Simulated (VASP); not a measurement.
Cu3O2:

```
Cu O
1.0
    -2.02298    2.02298    3.67362
     2.02298   -2.02298    3.67362
     2.02298    2.02298   -3.67362
Cu O
3 2
Cartesian
  0.0000 0.0000 0.0000
  0.0000 2.0230 1.8368
  2.0230 0.0000 1.8368
  0.0000 2.0230 0.0000
  2.0230 0.0000 0.0000
```

Base run:

- Program: VASP 6.6.1
- Functional: PBEsol
- Potentials or basis: VASP PAW PBE potentials, release 64 (Cu, O)
- Cutoff: 520 eV
- k mesh: 9 × 9 × 9
- Occupations: fermi-dirac, width 0.05 eV
- Spin: no spin polarisation

Its results: pressure -5.3 GPa.

**Question.** After a change of settings the same cell gave: pressure 1.5 GPa. Which change was it?
A. k mesh from 9 × 9 × 9 to 8 × 8 × 8; further incar settings from ALGO = Normal; EDIFF = 1e-06; NBANDS = 30 to ALGO = Normal; EDIFF = 1e-07; NBANDS = 30
B. functional from PBEsol to PBE; further incar settings from ALGO = Normal; EDIFF = 1e-06; NBANDS = 30 to ALGO = Normal; EDIFF = 1e-07; NBANDS = 30
C. functional from PBEsol to LDA; potentials or basis from VASP PAW PBE potentials, release 64 (Cu, O) to VASP PAW LDA potentials, release 64 (Cu, O)
D. functional from PBEsol to RPBE

**Answer.** B.

Caveats: an odd number of electrons without spin polarisation forces a metal; a magnetic or distorted state may lie lower; the PAW data sets were made with another functional, which shifts forces and pressure a little (some runs).
